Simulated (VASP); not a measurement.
# LiTbH4 (F-43m) in VASP: notebook

The runs below take LiTbH4 through relaxation of cell and atoms, with PBE.

Everything below comes from runs of VASP 6.6.1. Logs are shortened: lines on timing, memory, paths and dates and some standing lists are left out, and cuts for length are marked.

**1. The cell of the first run**

The structure is cubic, space group F-43m (No. 216). The conventional cell has a = 6.102 Å, b = 6.102 Å, c = 6.102 Å, α = 90.00°, β = 90.00°, γ = 90.00°. Within 2.1 Å of Li (site symmetry -43m) lie 4 H at 1.55 Å. Within 3.3 Å of Tb (site symmetry -43m) lie 12 H at 2.50 Å and 6 Li at 3.05 Å. H (site symmetry 3m) has 1 Li at 1.55 Å and 3 H at 1.78 Å within 2.1 Å.

The cell was built from a structure type or drawn by symmetry, and may not be a known phase.

**2. Relaxation of cell and atoms, PBE**

Input file INCAR:

```
SYSTEM = LiTbH4
  PREC = Accurate
  ENCUT = 750
  EDIFF = 1E-7
  ISMEAR = 0
  SIGMA = 0.1
  LREAL = .False.
  LASPH = .True.
  NELM = 200
  ALGO = Normal
  ISIF = 3
  LWAVE = .False.
  LCHARG = .False.
  GGA = PE
  IBRION = 2
  NSW = 90
  EDIFFG = -0.04
  GGA_COMPAT = .False.
  NELMIN = 4
  LMAXMIX = 6
```

Input file KPOINTS:

```
Automatic mesh
0
Gamma
  6 6 6
  0 0 0
```

Input file POSCAR:

```
LiTbH4
1.0
    0.0000000000      3.0508735596      3.0508735596
    3.0508735596      0.0000000000      3.0508735596
    3.0508735596      3.0508735596      0.0000000000
Li Tb H
1 1 4
Direct
    0.0000000000      0.0000000000      0.0000000000
    0.5000000000      0.5000000000      0.5000000000
    0.1471105449      0.5586683652      0.1471105449
    0.1471105449      0.1471105449      0.1471105449
    0.5586683652      0.1471105449      0.1471105449
    0.1471105449      0.1471105449      0.5586683652
```

Potentials or basis: VASP PAW PBE potentials, release 64 (Li_sv, Tb_3, H), 4f in core.

Run with:

```console
$ cat potpaw_PBE.64/Li_sv/POTCAR potpaw_PBE.64/Tb_3/POTCAR potpaw_PBE.64/H/POTCAR > POTCAR
$ mpirun -np 1 vasp_std > vasp.out
```

OUTCAR:

```text
SYSTEM = LiTbH4
   PREC = Accurate
   ENCUT = 750
   EDIFF = 1E-7
   ISMEAR = 0
   LREAL = .False.
   LASPH = .True.
   NELM = 200
   ISIF = 3
   GGA = PE
   IBRION = 2
   NSW = 90
   EDIFFG = -0.04
   NELMIN = 4

 ion  position               nearest neighbor table
   1  0.000  0.000  0.000-   4 1.55   3 1.55   5 1.55   6 1.55   2 3.05   2 3.05   2 3.05   2 3.05
                             2 3.05   2 3.05
   2  0.500  0.500  0.500-   1 3.05   1 3.05   1 3.05   1 3.05   1 3.05   1 3.05
   3  0.147  0.559  0.147-   1 1.55
   4  0.147  0.147  0.147-   1 1.55
   5  0.559  0.147  0.147-   1 1.55
   6  0.147  0.147  0.559-   1 1.55

  LATTYP: Found a face centered cubic cell.
 ALAT       =     6.1017471192

  Lattice vectors:

 A1 = (   0.0000000000,   3.0508735596,   3.0508735596)
 A2 = (   3.0508735596,   0.0000000000,   3.0508735596)
 A3 = (   3.0508735596,   3.0508735596,   0.0000000000)

Analysis of symmetry for initial positions (statically):
=====================================================================
 Subroutine PRICEL returns:
 Original cell was already a primitive cell.

 Routine SETGRP: Setting up the symmetry group for a
 face centered cubic supercell.

 Subroutine GETGRP returns: Found 24 space group operations
 (whereof 24 operations were pure point group operations)
 out of a pool of 48 trial point group operations.

The static configuration has the point symmetry T_d .

Analysis of symmetry for dynamics (positions and initial velocities):
=====================================================================
 Subroutine PRICEL returns:
 Original cell was already a primitive cell.

 Routine SETGRP: Setting up the symmetry group for a
 face centered cubic supercell.

 Subroutine GETGRP returns: Found 24 space group operations
 (whereof 24 operations were pure point group operations)
 out of a pool of 48 trial point group operations.

The dynamic configuration has the point symmetry T_d .

 Subroutine INISYM returns: Found 24 space group operations
 (whereof 24 operations are pure point group operations),
 and found     1 'primitive' translations

----------------------------------------------------------------------------------------

                                     Primitive cell

  volume of cell :      56.7940

  direct lattice vectors                    reciprocal lattice vectors
     0.000000000  3.050873560  3.050873560    -0.163887487  0.163887487  0.163887487
     3.050873560  0.000000000  3.050873560     0.163887487 -0.163887487  0.163887487
[... 104 lines left out ...]
     AMIX_MAG =   1.60;   BMIX_MAG =  1.00
  volume/ion in A,a.u.               =       9.47        63.88
  Fermi-wavevector in a.u.,A,eV,Ry     =   1.073200  2.028054 15.670619  1.151758
  Thomas-Fermi vector in A             =   2.208992
   LORBIT       =      0    0 simple, 1 ext, 2 COOP (PROOUT), +10 PAW based schemes
   GGA     = PE    functional components
   LHFCALC =     F    Hartree Fock is set to
   AEXX    =    0.0000 exact exchange contribution
   IVDW    =     0    specifies the selected vdW correction
   LEPSILON=     F    determine dielectric tensor
   LRPA    =     F    only Hartree local field effects (RPA)
 conjugate gradient relaxation of ions
 non-spin polarized calculation
 Gauss-broadening in eV      SIGMA  =   0.10
  energy-cutoff  :      750.00
  volume of cell :       56.79
 maximum number of plane-waves:      2685
 NGX is ok and might be reduce to    40
   NGX = 19   NGY = 19   NGZ = 19

 number of electron      16.0000001 magnetization

 Free energy of the ion-electron system (eV)
  ---------------------------------------------------
  ext. energy  EPLUGINS =         0.00000000
  ---------------------------------------------------
  free energy    TOTEN  =       -20.35830986 eV

  energy without entropy =      -20.35830986  energy(sigma->0) =      -20.35830986

 E-fermi :   1.3589     XC(G=0):  -9.5083

 val. band max:        0.8818565213   @ k =   0.5000   0.5000   0.0000
 cond. band min:       2.0870621346   @ k =   0.3333   0.3333   0.0000
 fundamental gap:      1.2052056133
 Fermi energy:         1.3588525272

 k-point     1 :       0.0000    0.0000    0.0000
  band No.  band energies     occupation
      1     -41.7105      2.00000
      2     -20.6856      2.00000
      3     -20.6856      2.00000
      4     -20.6856      2.00000
      5      -5.9152      2.00000
      6       0.7164      2.00000
      7       0.7164      2.00000
      8       0.7164      2.00000
      9       4.4251      0.00000
     10       4.4251      0.00000
     11       4.9735      0.00000
     12       4.9735      0.00000
[... 211 lines left out ...]
 k-point    16 :      -0.3333    0.5000    0.1667
  band No.  band energies     occupation
      1     -41.7100      2.00000
      2     -20.7933      2.00000
      3     -20.7507      2.00000
      4     -20.7320      2.00000
      5      -4.0912      2.00000
      6      -1.5564      2.00000
      7       0.0226      2.00000
      8       0.5467      2.00000
      9       2.8714      0.00000
     10       5.6290      0.00000
     11       5.9509      0.00000
     12       5.9941      0.00000

------------------------ aborting loop because EDIFF is reached ----------------------------------------

  FORCE on cell =-STRESS in cart. coord.  units (eV):
  Direction    XX          YY          ZZ          XY          YZ          ZX
  --------------------------------------------------------------------------------------
  -------------------------------------------------------------------------------------
  Total       -0.0176501     -0.0176501     -0.0176501      0.0000000     -0.0000000      0.0000000
  in kB       -0.4979140     -0.4979140     -0.4979140      0.0000000     -0.0000000      0.0000000
  external PRESSURE =      -0.4979140 kB  Pullay stress =       0.0000000 kB

 VOLUME and BASIS-vectors are now :
 -----------------------------------------------------------------------------
  energy-cutoff  :      750.00
  volume of cell :       56.79
      direct lattice vectors                 reciprocal lattice vectors
     0.000000000  3.050873560  3.050873560    -0.163887487  0.163887487  0.163887487
     3.050873560  0.000000000  3.050873560     0.163887487 -0.163887487  0.163887487
     3.050873560  3.050873560  0.000000000     0.163887487  0.163887487 -0.163887487

 POSITION                                       TOTAL-FORCE (eV/Angst)
 -----------------------------------------------------------------------------------
      0.00000      0.00000      0.00000         0.000000      0.000000      0.000000
      3.05087      3.05087      3.05087         0.000000      0.000000      0.000000
      2.15324      0.89763      2.15324        -0.010780      0.010780     -0.010780
      0.89763      0.89763      0.89763         0.010780      0.010780      0.010780
      0.89763      2.15324      2.15324         0.010780     -0.010780     -0.010780
      2.15324      2.15324      0.89763        -0.010780     -0.010780      0.010780
 -----------------------------------------------------------------------------------
    total drift:                                0.000000      0.000000      0.000000

  FREE ENERGIE OF THE ION-ELECTRON SYSTEM (eV)
  ---------------------------------------------------
  free  energy   TOTEN  =       -20.3583098616 eV

  energy  without entropy=      -20.3583098616  energy(sigma->0) =      -20.35830986

 reached required accuracy - stopping structural energy minimisation
```

OSZICAR:

```text
N       E                     dE             d eps       ncg     rms          rms(c)
DAV:   1     0.456170803791E+02    0.45617E+02   -0.81306E+03   384   0.156E+03
DAV:   2    -0.179062466666E+02   -0.63523E+02   -0.58545E+02   424   0.288E+02
DAV:   3    -0.221906012094E+02   -0.42844E+01   -0.42218E+01   532   0.511E+01
DAV:   4    -0.225932022701E+02   -0.40260E+00   -0.40197E+00   628   0.145E+01
DAV:   5    -0.225975397583E+02   -0.43375E-02   -0.43373E-02   524   0.152E+00    0.173E+01
DAV:   6    -0.206505264025E+02    0.19470E+01   -0.25050E+00   472   0.880E+00    0.124E+01
DAV:   7    -0.203768842197E+02    0.27364E+00   -0.19457E+00   596   0.780E+00    0.625E+00
DAV:   8    -0.204034957939E+02   -0.26612E-01   -0.57022E-01   468   0.458E+00    0.203E+00
DAV:   9    -0.203575637021E+02    0.45932E-01   -0.14931E-01   472   0.218E+00    0.409E-01
DAV:  10    -0.203582781771E+02   -0.71448E-03   -0.60027E-03   480   0.607E-01    0.341E-01
DAV:  11    -0.203583170095E+02   -0.38832E-04   -0.64767E-04   540   0.144E-01    0.385E-02
DAV:  12    -0.203583112227E+02    0.57868E-05   -0.28197E-05   532   0.441E-02    0.718E-02
DAV:  13    -0.203583100046E+02    0.12181E-05   -0.17731E-05   564   0.307E-02    0.853E-03
DAV:  14    -0.203583102157E+02   -0.21119E-06   -0.72493E-07   504   0.743E-03    0.896E-03
DAV:  15    -0.203583099043E+02    0.31148E-06   -0.30404E-07   464   0.395E-03    0.276E-03
DAV:  16    -0.203583098616E+02    0.42693E-07   -0.25589E-08   260   0.148E-03
   1 F= -.20358310E+02 E0= -.20358310E+02  d E =-.203583E+02
```

CONTCAR:

```text
LiTbH4
   1.00000000000000
     0.0000000000000000    3.0508735595999998    3.0508735595999998
     3.0508735595999998    0.0000000000000000    3.0508735595999998
     3.0508735595999998    3.0508735595999998    0.0000000000000000
  Li              Tb              H
     1     1     4
Direct
     0.0000000000000000    0.0000000000000000    0.0000000000000000
     0.5000000000000000    0.5000000000000000    0.5000000000000000
     0.1471105449000021    0.5586683651999991    0.1471105449000021
     0.1471105449000021    0.1471105449000021    0.1471105449000021
     0.5586683651999991    0.1471105449000021    0.1471105449000021
     0.1471105449000021    0.1471105449000021    0.5586683651999991

  0.00000000E+00  0.00000000E+00  0.00000000E+00
  0.00000000E+00  0.00000000E+00  0.00000000E+00
  0.00000000E+00  0.00000000E+00  0.00000000E+00
  0.00000000E+00  0.00000000E+00  0.00000000E+00
  0.00000000E+00  0.00000000E+00  0.00000000E+00
  0.00000000E+00  0.00000000E+00  0.00000000E+00
```

Run time: 14 s. Hardware: 1 thread of Intel Xeon 6975P-C (Granite Rapids), shared host; peak memory 0.26 GiB.

Results:

```yaml
Free_energy: -20.3583 eV
Pressure_after_relaxing: 0.0 GPa
Largest_force_after_relaxing: 0.019 eV/Å
Band_gap_on_the_k_mesh: 1.21 eV (least direct gap 1.22 eV)
```

Forces in eV/Å, atoms in the order of the input:
```
Li   0.000  0.000  0.000
Tb   0.000  0.000  0.000
H   -0.011  0.011 -0.011
H    0.011  0.011  0.011
H    0.011 -0.011 -0.011
H   -0.011 -0.011  0.011
```

Final structure:
```
Li Tb H
1.0
     0.00000    3.05087    3.05087
     3.05087    0.00000    3.05087
     3.05087    3.05087    0.00000
Li Tb H
1 1 4
Direct
  0.00000 0.00000 0.00000
  0.50000 0.50000 0.50000
  0.14711 0.55867 0.14711
  0.14711 0.14711 0.14711
  0.55867 0.14711 0.14711
  0.14711 0.14711 0.55867
```

Caveat: the relaxation stopped at its first step, so nothing moved; spin-orbit coupling is left out, which moves the levels of the heavy elements; the 4f electrons are frozen in the core, so they carry no moment and show no levels. A k mesh can miss the band edges.

**3. Relaxation of cell and atoms, PBE**

Input file INCAR:

```
PREC = Accurate
ENCUT = 750
EDIFF = 1E-7
ISMEAR = 0
SIGMA = 0.02
LREAL = F
LASPH = T
NELM = 200
ALGO = Normal
ISIF = 3
LWAVE = F
LCHARG = F
GGA = PE
IBRION = 2
NSW = 100
EDIFFG = -0.01
GGA_COMPAT = F
NELMIN = 4
LMAXMIX = 6
```

Input file KPOINTS:

```
Automatic mesh
0
Gamma
  8 8 8
```

Input file POSCAR:

```
LiTbH4
1.0
    0.0000000000      3.0508735596      3.0508735596
    3.0508735596      0.0000000000      3.0508735596
    3.0508735596      3.0508735596      0.0000000000
Li Tb H
1 1 4
Direct
    0.0000000000      0.0000000000      0.0000000000
    0.5000000000      0.5000000000      0.5000000000
    0.4413316348      0.8528894551      0.8528894551
    0.8528894551      0.4413316348      0.8528894551
    0.8528894551      0.8528894551      0.4413316348
    0.8528894551      0.8528894551      0.8528894551
```

Potentials or basis: VASP PAW PBE potentials, release 64 (Li_sv, Tb_3, H), 4f in core.

Run with:

```console
$ cat potpaw_PBE.64/Li_sv/POTCAR potpaw_PBE.64/Tb_3/POTCAR potpaw_PBE.64/H/POTCAR > POTCAR
$ mpirun -np 1 vasp_std > vasp.out
```

OUTCAR:

```text
PREC = Accurate
   ENCUT = 750
   EDIFF = 1E-7
   ISMEAR = 0
   LREAL = F
   LASPH = T
   NELM = 200
   ISIF = 3
   GGA = PE
   IBRION = 2
   NSW = 100
   EDIFFG = -0.01
   NELMIN = 4

 ion  position               nearest neighbor table
   1  0.000  0.000  0.000-   6 1.55   4 1.55   5 1.55   3 1.55   2 3.05   2 3.05   2 3.05   2 3.05
                             2 3.05   2 3.05
   2  0.500  0.500  0.500-   1 3.05   1 3.05   1 3.05   1 3.05   1 3.05   1 3.05
   3  0.441  0.853  0.853-   1 1.55
   4  0.853  0.441  0.853-   1 1.55
   5  0.853  0.853  0.441-   1 1.55
   6  0.853  0.853  0.853-   1 1.55

  LATTYP: Found a face centered cubic cell.
 ALAT       =     6.1017471192

  Lattice vectors:

 A1 = (   0.0000000000,   3.0508735596,   3.0508735596)
 A2 = (   3.0508735596,   0.0000000000,   3.0508735596)
 A3 = (   3.0508735596,   3.0508735596,   0.0000000000)

Analysis of symmetry for initial positions (statically):
=====================================================================
 Subroutine PRICEL returns:
 Original cell was already a primitive cell.

 Routine SETGRP: Setting up the symmetry group for a
 face centered cubic supercell.

 Subroutine GETGRP returns: Found 24 space group operations
 (whereof 24 operations were pure point group operations)
 out of a pool of 48 trial point group operations.

The static configuration has the point symmetry T_d .

Analysis of symmetry for dynamics (positions and initial velocities):
=====================================================================
 Subroutine PRICEL returns:
 Original cell was already a primitive cell.

 Routine SETGRP: Setting up the symmetry group for a
 face centered cubic supercell.

 Subroutine GETGRP returns: Found 24 space group operations
 (whereof 24 operations were pure point group operations)
 out of a pool of 48 trial point group operations.

The dynamic configuration has the point symmetry T_d .

[... 138 lines left out ...]
 non-spin polarized calculation
 Gauss-broadening in eV      SIGMA  =   0.02
  energy-cutoff  :      750.00
  volume of cell :       56.79
 maximum number of plane-waves:      2689
   NGX = 19   NGY = 19   NGZ = 19

--------------------------------------- Ionic step        1  -------------------------------------------

 number of electron      16.0000001 magnetization

 Free energy of the ion-electron system (eV)
  ---------------------------------------------------
  ext. energy  EPLUGINS =         0.00000000
  ---------------------------------------------------
  free energy    TOTEN  =       -20.35947496 eV

  energy without entropy =      -20.35947496  energy(sigma->0) =      -20.35947496

------------------------ aborting loop because EDIFF is reached ----------------------------------------

  FORCE on cell =-STRESS in cart. coord.  units (eV):
  Direction    XX          YY          ZZ          XY          YZ          ZX
  --------------------------------------------------------------------------------------
  -------------------------------------------------------------------------------------
  Total       -0.0205306     -0.0205306     -0.0205306      0.0000000      0.0000000      0.0000000
  in kB       -0.5791756     -0.5791756     -0.5791756      0.0000000      0.0000000      0.0000000
  external PRESSURE =      -0.5791756 kB  Pullay stress =       0.0000000 kB
[... 67 lines left out ...]
--------------------------------------- Ionic step        3  -------------------------------------------

 number of electron      16.0000001 magnetization

 Free energy of the ion-electron system (eV)
  ---------------------------------------------------
  ext. energy  EPLUGINS =         0.00000000
  ---------------------------------------------------
  free energy    TOTEN  =       -20.35958086 eV

  energy without entropy =      -20.35958086  energy(sigma->0) =      -20.35958086

 E-fermi :   1.0130     XC(G=0):  -9.5138

 val. band max:        0.8913824550   @ k =   0.5000   0.5000   0.0000
 cond. band min:       2.0583355887   @ k =   0.3750   0.3750   0.0000
 fundamental gap:      1.1669531337
 Fermi energy:         1.0130227463

 k-point     1 :       0.0000    0.0000    0.0000
  band No.  band energies     occupation
      1     -41.7092      2.00000
      2     -20.6723      2.00000
      3     -20.6723      2.00000
      4     -20.6723      2.00000
      5      -5.9247      2.00000
      6       0.7221      2.00000
      7       0.7221      2.00000
      8       0.7221      2.00000
      9       4.4352      0.00000
     10       4.4352      0.00000
     11       4.9882      0.00000
     12       4.9882      0.00000
[... 331 lines left out ...]
 k-point    24 :      -0.3750    0.2500    0.1250
  band No.  band energies     occupation
      1     -41.7089      2.00000
      2     -20.7853      2.00000
      3     -20.7232      2.00000
      4     -20.6997      2.00000
      5      -4.3864      2.00000
      6      -1.1708      2.00000
      7      -0.2943      2.00000
      8       0.2900      2.00000
      9       3.9655      0.00000
     10       5.2125      0.00000
     11       5.7609      0.00000
     12       7.1209      0.00000

 [... further k-points ...]
[... 5 lines left out ...]
  --------------------------------------------------------------------------------------
  -------------------------------------------------------------------------------------
  Total       -0.0055266     -0.0055266     -0.0055266      0.0000000      0.0000000      0.0000000
  in kB       -0.1560905     -0.1560905     -0.1560905      0.0000000      0.0000000      0.0000000
  external PRESSURE =      -0.1560905 kB  Pullay stress =       0.0000000 kB
[... 21 lines left out ...]
  FREE ENERGIE OF THE ION-ELECTRON SYSTEM (eV)
  ---------------------------------------------------
  free  energy   TOTEN  =       -20.3595808641 eV

  energy  without entropy=      -20.3595808641  energy(sigma->0) =      -20.35958086

 reached required accuracy - stopping structural energy minimisation
```

It took 37 s on 1 thread of Intel Xeon 6975P-C (Granite Rapids), shared host; peak memory 0.27 GiB.

Results:

```
Free energy                           : -20.3596 eV
Relaxed volume                        : 9.45 Å³/atom
Relaxed cell                          : a = 4.313 Å, b = 4.313 Å, c = 4.313 Å, α = 60.00°, β = 60.00°, γ = 60.00°
Space group after relaxing (to 0.1 Å) : F-43m (No. 216)
Energy gained by relaxing             : 0.0 meV/atom
Ionic steps                           : 3
Pressure after relaxing               : 0.0 GPa
Band gap on the k mesh                : 1.17 eV (least direct gap 1.22 eV)
```

The path:
```
step  energy change (eV)  largest force (eV/Å)  pressure (GPa)  volume (Å³)
   1              0.0000                0.0191           -0.06        56.79
   2             -0.0001                0.0117           -0.04        56.77
   3             -0.0001                0.0016           -0.02        56.73
```

Final structure:
```cif
data_structure
_symmetry_space_group_name_H-M 'P 1'
_symmetry_Int_Tables_number 1
_cell_length_a 4.3129
_cell_length_b 4.3129
_cell_length_c 4.3129
_cell_angle_alpha 60.000
_cell_angle_beta 60.000
_cell_angle_gamma 60.000
_cell_volume 56.73
loop_
_atom_site_label
_atom_site_type_symbol
_atom_site_fract_x
_atom_site_fract_y
_atom_site_fract_z
_atom_site_occupancy
Li1 Li 0.00000 0.00000 0.00000 1
Tb1 Tb 0.50000 0.50000 0.50000 1
H1 H 0.44195 0.85268 0.85268 1
H2 H 0.85268 0.44195 0.85268 1
H3 H 0.85268 0.85268 0.44195 1
H4 H 0.85268 0.85268 0.85268 1
```

Caveat: spin-orbit coupling is left out, which moves the levels of the heavy elements; the 4f electrons are frozen in the core, so they carry no moment and show no levels. Spin polarisation is off, so any magnetic state and its effect on volume and gap are missing.
